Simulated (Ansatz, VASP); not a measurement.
Co in VASP and in Ansatz

```
Co
1.0
     4.46309    0.00000    0.00000
     0.00000    4.46309    0.00000
     0.00000    0.00000    4.46309
Co
8
Direct
  0.00000 0.00000 0.00000
  0.50000 0.50000 0.50000
  0.25000 0.00000 0.50000
  0.75000 0.00000 0.50000
  0.50000 0.25000 0.00000
  0.50000 0.75000 0.00000
  0.00000 0.50000 0.25000
  0.00000 0.50000 0.75000
```

Alike in both runs: functional BLYP; k mesh 6 × 6 × 6; occupations fermi-dirac, width 0.1 eV; no spin polarisation.

Ansatz relaxed the structure, and its values are those at the end. VASP's run is a single point on that final structure, the one shown.

|  | VASP | Ansatz |
| --- | --- | --- |
| version | VASP 6.6.1 | Ansatz 0.2.0 |
| potentials or method | VASP PAW PBE potentials, release 64 (Co), cutoff 520 eV | plane waves (420 eV) with PAW, scalar-relativistic |
| valence electrons in the cell | 72 | 136 |

|  | VASP | Ansatz | Ansatz less VASP |
| --- | --- | --- | --- |
| pressure (GPa) | -0.2 | 0.0 | +0.20 |

VASP's potentials were made for PBE, not for BLYP. VASP's potentials hold 72 valence electrons a cell and Ansatz's 136, so a difference there can come from the potentials and not from the codes.
